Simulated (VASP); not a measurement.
# AgCl (P4/mmm) in VASP: further runs, part 2 of 2

VASP 6.6.1. Earlier steps stand in the parts before.

## (4) Electric field gradients, PBE (zz strain of +2 %)

INCAR

```
SYSTEM = AgCl
ALGO = Normal
EDIFF = 1E-8
ENCUT = 520
GGA = PE
ISIF = 2
ISMEAR = -1
LASPH = .True.
LCHARG = .False.
LEFG = .True.
LREAL = .False.
LWAVE = .False.
NBANDS = 16
NELM = 80
PREC = Accurate
SIGMA = 0.01
```

KPOINTS

```
k-points
0
Gamma
  9 9 9
  0 0 0
```

POSCAR

```
AgCl
1.0
    3.4339730000      0.0000000000      0.0000000000
    0.0000000000      3.4339730000      0.0000000000
    0.0000000000      0.0000000000      3.5026524600
Ag Cl
1 1
Direct
    0.0000000000      0.0000000000      0.0000000000
    0.5000000000      0.5000000000      0.5000000000
```

Potentials or basis: VASP PAW PBE potentials, release 64 (Ag, Cl).

On the command line:

```
$ cat potpaw_PBE.64/Ag/POTCAR potpaw_PBE.64/Cl/POTCAR > POTCAR
$ mpirun -np 1 vasp_std > vasp.out
```

OUTCAR:

```text
SYSTEM = AgCl
   EDIFF = 1E-8
   ENCUT = 520
   GGA = PE
   ISIF = 2
   ISMEAR = -1
   LASPH = .True.
   LREAL = .False.
   NELM = 80
   PREC = Accurate

 ion  position               nearest neighbor table
   1  0.000  0.000  0.000-   2 2.99   2 2.99   2 2.99   2 2.99   2 2.99   2 2.99   2 2.99   2 2.99

   2  0.500  0.500  0.500-   1 2.99   1 2.99   1 2.99   1 2.99   1 2.99   1 2.99   1 2.99   1 2.99

  LATTYP: Found a simple tetragonal cell.
 ALAT       =     3.4339730000
 C/A-ratio  =     1.0200000000

  Lattice vectors:

 A1 = (   3.4339730000,   0.0000000000,   0.0000000000)
 A2 = (   0.0000000000,   3.4339730000,   0.0000000000)
 A3 = (   0.0000000000,   0.0000000000,   3.5026524600)

Analysis of symmetry for initial positions (statically):
=====================================================================
 Subroutine PRICEL returns:
 Original cell was already a primitive cell.

 Routine SETGRP: Setting up the symmetry group for a
 simple tetragonal supercell.

 Subroutine GETGRP returns: Found 16 space group operations
 (whereof 16 operations were pure point group operations)
 out of a pool of 16 trial point group operations.

The static configuration has the point symmetry D_4h.

Analysis of symmetry for dynamics (positions and initial velocities):
=====================================================================
 Subroutine PRICEL returns:
 Original cell was already a primitive cell.

 Routine SETGRP: Setting up the symmetry group for a
 simple tetragonal supercell.

 Subroutine GETGRP returns: Found 16 space group operations
 (whereof 16 operations were pure point group operations)
 out of a pool of 16 trial point group operations.

The dynamic configuration has the point symmetry D_4h.

 Subroutine INISYM returns: Found 16 space group operations
 (whereof 16 operations are pure point group operations),
 and found     1 'primitive' translations

----------------------------------------------------------------------------------------

                                     Primitive cell

  volume of cell :      41.3039

  direct lattice vectors                    reciprocal lattice vectors
     3.433973000  0.000000000  0.000000000     0.291207881  0.000000000  0.000000000
     0.000000000  3.433973000  0.000000000     0.000000000  0.291207881  0.000000000
     0.000000000  0.000000000  3.502652460     0.000000000  0.000000000  0.285497922

  length of vectors
     3.433973000  3.433973000  3.502652460     0.291207881  0.291207881  0.285497922

  position of ions in fractional coordinates (direct lattice)
     0.000000000  0.000000000  0.000000000
     0.500000000  0.500000000  0.500000000

  ion indices of the primitive-cell ions
   primitive index   ion index
                 1           1
                 2           2

----------------------------------------------------------------------------------------

 KPOINTS: k-points

Automatic generation of k-mesh.
 Grid dimensions read from file:
[... 73 lines left out ...]
   POTIM  = 0.5000    time-step for ionic-motion
   TEBEG  =    0.0;   TEEND  =   0.0 temperature during run
   PSTRESS=    0.0 pullay stress
   NELECT =      18.0000    total number of electrons
   NUPDOWN=      -1.0000    fix difference up-down
   EMIN   =  10.00;   EMAX   =-10.00  energy-range for DOS
   EFERMI =   0.00;   METHOD = LEGACY
   ISMEAR =    -1;   SIGMA  =   0.01  broadening in eV -4-tet -1-fermi 0-gaus
   EFERMI_NEDOS =   21; number of points for ismear=-14 and -15
   IALGO  =     38    algorithm
   IMIX   =      4    mixing-type and parameters
     AMIX     =   0.40;   BMIX     =  1.00
     AMIX_MAG =   1.60;   BMIX_MAG =  1.00
  volume/ion in A,a.u.               =      20.65       139.37
  Fermi-wavevector in a.u.,A,eV,Ry     =   1.241182  2.345494 20.960214  1.540532
  Thomas-Fermi vector in A             =   2.375591
   LORBIT       =      0    0 simple, 1 ext, 2 COOP (PROOUT), +10 PAW based schemes
   GGA     = PE    functional components
   LHFCALC =     F    Hartree Fock is set to
   AEXX    =    0.0000 exact exchange contribution
   IVDW    =     0    specifies the selected vdW correction
   LEPSILON=     F    determine dielectric tensor
   LRPA    =     F    only Hartree local field effects (RPA)
 non-spin polarized calculation
  energy-cutoff  :      520.00
  volume of cell :       41.30
 maximum number of plane-waves:      1138
 NGX is ok and might be reduce to    28
   NGX = 13   NGY = 13   NGZ = 13

 number of electron      17.9999999 magnetization

 Free energy of the ion-electron system (eV)
  ---------------------------------------------------
  ext. energy  EPLUGINS =         0.00000000
  ---------------------------------------------------
  free energy    TOTEN  =        -5.11755372 eV

  energy without entropy =       -5.11755372  energy(sigma->0) =       -5.11755372

 E-fermi :   3.8377     XC(G=0): -10.2796

 val. band max:        3.6294394411   @ k =   0.0000   0.0000   0.4444
 cond. band min:       4.2103857925   @ k =   0.0000   0.0000   0.0000
 fundamental gap:      0.5809463514
 Fermi energy:         3.8376560952

 k-point     1 :       0.0000    0.0000    0.0000
  band No.  band energies     occupation
      1     -10.8061      2.00000
      2       0.9871      2.00000
      3       1.0198      2.00000
      4       1.8967      2.00000
      5       1.8967      2.00000
      6       1.9162      2.00000
[... 433 lines left out ...]
      3       0.6885      2.00000
      4       1.0780      2.00000
      5       1.2436      2.00000
      6       1.8567      2.00000
[... 8 lines left out ...]
     15      18.4870      0.00000
     16      20.2511      0.00000

 [... further k-points ...]

------------------------ aborting loop because EDIFF is reached ----------------------------------------

  FORCE on cell =-STRESS in cart. coord.  units (eV):
  Direction    XX          YY          ZZ          XY          YZ          ZX
  --------------------------------------------------------------------------------------
  -------------------------------------------------------------------------------------
  Total       -0.2098767     -0.2098767     -0.4448175      0.0000000      0.0000000     -0.0000000
  in kB       -8.1411183     -8.1411183    -17.2544714      0.0000000      0.0000000     -0.0000000
  external PRESSURE =     -11.1789026 kB  Pullay stress =       0.0000000 kB

 VOLUME and BASIS-vectors are now :
 -----------------------------------------------------------------------------
  energy-cutoff  :      520.00
  volume of cell :       41.30
      direct lattice vectors                 reciprocal lattice vectors
     3.433973000  0.000000000  0.000000000     0.291207881  0.000000000  0.000000000
     0.000000000  3.433973000  0.000000000     0.000000000  0.291207881  0.000000000
     0.000000000  0.000000000  3.502652460     0.000000000  0.000000000  0.285497922

 POSITION                                       TOTAL-FORCE (eV/Angst)
 -----------------------------------------------------------------------------------
      0.00000      0.00000      0.00000         0.000000      0.000000      0.000000
      1.71699      1.71699      1.75133         0.000000      0.000000      0.000000
 -----------------------------------------------------------------------------------
    total drift:                                0.000000      0.000000      0.000000

  FREE ENERGIE OF THE ION-ELECTRON SYSTEM (eV)
  ---------------------------------------------------
  free  energy   TOTEN  =        -5.1175537238 eV

  energy  without entropy=       -5.1175537238  energy(sigma->0) =       -5.11755372

 Electric field gradients (V/A^2)
---------------------------------------------------------------------
 ion       V_xx      V_yy      V_zz      V_xy      V_xz      V_yz
---------------------------------------------------------------------
   1       0.957     0.957    -1.914    -0.000    -0.000     0.000
   2      -4.487    -4.487     8.974     0.000    -0.000     0.000
---------------------------------------------------------------------

 Electric field gradients after diagonalization (V/A^2)
 (convention: |V_zz| > |V_xx| > |V_yy|)
----------------------------------------------------------------------
 ion       V_xx      V_yy      V_zz     asymmetry (V_yy - V_xx)/ V_zz
----------------------------------------------------------------------
   1       0.957     0.957    -1.914       0.000
   2      -4.487    -4.487     8.974       0.000
----------------------------------------------------------------------

           NMR quadrupolar parameters

 Cq : quadrupolar parameter    Cq=e*Q*V_zz/h
 eta: asymmetry parameters     (V_yy - V_xx)/ V_zz
 Q  : nuclear electric quadrupole moment in mb (millibarn)
----------------------------------------------------------------------
 ion       Cq(MHz)       eta       Q (mb)
----------------------------------------------------------------------
   1      -0.005       0.000       1.000
   2       0.022       0.000       1.000
----------------------------------------------------------------------
```

stdout:

```text
POSCAR found type information on POSCAR AgCl
 POSCAR found :  2 types and       2 ions
 scaLAPACK will be used
 LDA part: xc-table for (Slater+PW92), standard interpolation
 POSCAR, INCAR and KPOINTS ok, starting setup
 FFT: planning ... GRIDC
 FFT: planning ... GRID_SOFT
 FFT: planning ... GRID
 WAVECAR not read
 entering main loop
ion   1

ion   2
```

It took 45 s on 1 thread of AMD EPYC 7R13 (Zen 3), shared host; peak memory 0.16 GiB.

What came out:

```yaml
Free_energy: -5.1176 eV
Pressure: -1.1 GPa
Band_gap_on_the_k_mesh: 0.58 eV (least direct gap 1.95 eV)
Largest_electric_field_gradient_by_atom: Ag -1.9; Cl +9.0 V/Å²
```

Electric field gradients, principal values (V/Å²):
```csv
atom,least,middle,greatest (by size)
1 Ag,0.957,0.957,-1.914
2 Cl,-4.487,-4.487,8.974
```

Caveat: the cell differs from its parent crystal (zz strain of +2 %); without QUAD_EFG the Cq values of the log hold for a quadrupole moment of 1 mb, not for the nuclei; an odd mesh through Γ misses points on the zone boundary, where band edges can lie.
